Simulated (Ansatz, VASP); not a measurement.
**PbF2: VASP beside Ansatz**

POSCAR

```
PbF2
1.0
    0.0000000000      2.9897520702      2.9897520702
    2.9897520702      0.0000000000      2.9897520702
    2.9897520702      2.9897520702      0.0000000000
Pb F
1 2
Direct
    0.0000000000      0.0000000000      0.0000000000
    0.2500000000      0.2500000000      0.2500000000
    0.7500000000      0.7500000000      0.7500000000
```

File INCAR.step1:

```
PREC = Accurate ; ENCUT = 520
ISMEAR = 0 ; SIGMA = 0.01
LREAL = False ; LASPH = True
NELM = 80 ; NBANDS = 21
GGA = PE ; ALGO = Normal
EDIFF = 1E-4 ; LWAVE = True
LCHARG = False
```

The input INCAR.step2:

```
PREC = Accurate ; ENCUT = 520
EDIFF = 1E-7 ; ISMEAR = 0
SIGMA = 0.01 ; LREAL = False
LASPH = True ; NELM = 80
ALGO = Normal ; ISIF = 2
LWAVE = False ; LCHARG = False
METAGGA = R2SCAN ; LMIXTAU = True
NBANDS = 21 ; ISTART = 1
```

The input KPOINTS:

```
Automatic mesh
0
Gamma
  6 6 6
```

Input for Ansatz:

```yaml
crystal:
  lattice:
    - [0.0, 2.9897520702, 2.9897520702]
    - [2.9897520702, 0.0, 2.9897520702]
    - [2.9897520702, 2.9897520702, 0.0]
  atoms:
    - { symbol: Pb, position: [0.0, 0.0, 0.0] }
    - { symbol: F, position: [0.25, 0.25, 0.25] }
    - { symbol: F, position: [0.75, 0.75, 0.75] }
kpoints:
  mp_grid: { grid: [6, 6, 6] }
hamiltonian:
  xc: r2scan
scf:
  occupations: { method: fixed }
  n_extra_bands: 4
output:
  forces: true
  stress: true
  eigenvalues: true
```

Alike in both runs: task single point; functional r2SCAN; k mesh 6 × 6 × 6; no spin polarisation.

|  | VASP | Ansatz |
| --- | --- | --- |
| version | VASP 6.6.1 | Ansatz 0.2.0 |
| potentials or method | VASP PAW PBE potentials, release 64 (Pb_d, F) | plane waves, PAW |
| plane-wave cutoff (eV) | 520 | 500 |
| occupations | gaussian, width 0.01 eV | fixed |
| valence electrons in the cell | 28 | 28 |

VASP gave:

| Quantity | Value |
| --- | --- |
| gap on the k mesh at the Fermi level (eV) | 4.96 |
| pressure (GPa) | -2.2 |

Q: Which values does Ansatz return?

A: gap on the k mesh at the Fermi level (eV): 4.96; pressure (GPa): -2.1.

VASP's potentials were made for PBE, not for r2SCAN.

Neither program's run includes spin-orbit coupling.
